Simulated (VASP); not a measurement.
Set up this calculation in VASP 6.6.1, as the native input.

```yaml
Task: single point
Functional: PBE
Potentials_or_basis: VASP PAW PBE potentials, release 64 (W_sv)
Cutoff: 520 eV
k_mesh: 5 × 5 × 5
Occupations: fermi-dirac, width 0.1 eV
Spin: no spin polarisation
Dipole_correction: no
Further_INCAR_settings: ALGO = Normal; EDIFF = 1e-07; NBANDS = 13
```

The structure of W lies in POSCAR:

```
W
1.0
   -1.5921723362      1.5921723362      1.5921723362
    1.5921723362     -1.5921723362      1.5921723362
    1.5921723362      1.5921723362     -1.5921723362
W
1
Direct
    0.0000000000      0.0000000000      0.0000000000
```

The input as run:

INCAR

```
SYSTEM = W
PREC = Accurate
ENCUT = 520
EDIFF = 1E-7
ISMEAR = -1
SIGMA = 0.1
LREAL = .FALSE.
LASPH = .TRUE.
NELM = 60
ALGO = Normal
ISIF = 2
LWAVE = .FALSE.
LCHARG = .FALSE.
GGA = PE
NBANDS = 13
```

KPOINTS

```
regular mesh
0
G
  5 5 5
  0 0 0
```

Potentials or basis: VASP PAW PBE potentials, release 64 (W_sv).

Command:

```bash
$ cat potpaw_PBE.64/W_sv/POTCAR > POTCAR
$ mpirun -np 1 vasp_std > vasp.out
```

It gave:

* Pressure: 0.0 GPa
* Band gap on the k mesh: zero (band 7 reaches 13.76 eV, above the bottom of band 8 at 9.97 eV)

Caveat: the k points lie up to 0.56 Å⁻¹ apart; spin-orbit coupling is left out, which moves the levels of the heavy elements.

Wall time 4 s on 1 thread of Intel(R) Xeon(R) Platinum 8259CL CPU @ 2.50GHz (Skylake/Cascade Lake) (shared host), peak memory 0.14 GiB.
